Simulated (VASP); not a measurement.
Write the native input for VASP 6.6.1 that does the following.

- Task: single point
- Functional: PBE
- Potentials or basis: VASP PAW PBE potentials, release 64 (Cd, Sn_d, O)
- Cutoff: 520 eV
- k mesh: 6 × 6 × 4
- Occupations: gaussian, width 0.1 eV
- Spin: no spin polarisation
- Dipole correction: no
- Further INCAR settings: ALGO = Normal; EDIFF = 1e-07; NBANDS = 27

The structure of CdSnO2 lies in POSCAR:

```
CdSnO2
1.0
    3.4107081718      0.0000000000      0.0000000000
   -1.7053540859      2.9537599217      0.0000000000
    0.0000000000      0.0000000000      6.0975437077
Cd Sn O
1 1 2
Direct
    0.0000000000      0.0000000000      0.5000000000
    0.0000000000      0.0000000000      0.0000000000
    0.3333333333      0.6666666667      0.7285651619
    0.6666666667      0.3333333333      0.2714348381
```

One way to write it, as run:

INCAR

```
PREC     = Accurate       # precision mode
ENCUT    = 520            # plane-wave cutoff, eV
EDIFF    = 1E-7           # SCF threshold, eV
ISMEAR   = 0              # smearing method
SIGMA    = 0.1            # smearing width, eV
LREAL    = False          # projectors in reciprocal space
LASPH    = True           # aspherical terms in the spheres
NELM     = 100            # most SCF steps
ALGO     = Normal         # electronic algorithm
ISIF     = 2              # what is computed and relaxed
LWAVE    = False          # write WAVECAR
LCHARG   = False          # write CHGCAR
GGA      = PE             # functional
NBANDS   = 27             # bands
```

KPOINTS

```
Automatic mesh
0
Gamma
  6 6 4
```

Potentials or basis: VASP PAW PBE potentials, release 64 (Cd, Sn_d, O).

Command:

```sh
$ cat potpaw_PBE.64/Cd/POTCAR potpaw_PBE.64/Sn_d/POTCAR potpaw_PBE.64/O/POTCAR > POTCAR
$ mpirun -np 1 vasp_std > vasp.out
```

Results of the run:

The pressure is 0.4 GPa and the largest force is 0.041 eV/Å. The band gap on the k mesh is zero (bands 19 and 20 overlap by 0.21 eV).

Caveat: semilocal functionals underestimate gaps, and a narrow one can read as zero; spin-orbit coupling is left out, which moves the levels of the heavy elements.

Wall time 65 s on 1 thread of Oxide Virtual Turin-like Processor, on a shared host, peak memory 0.17 GiB.
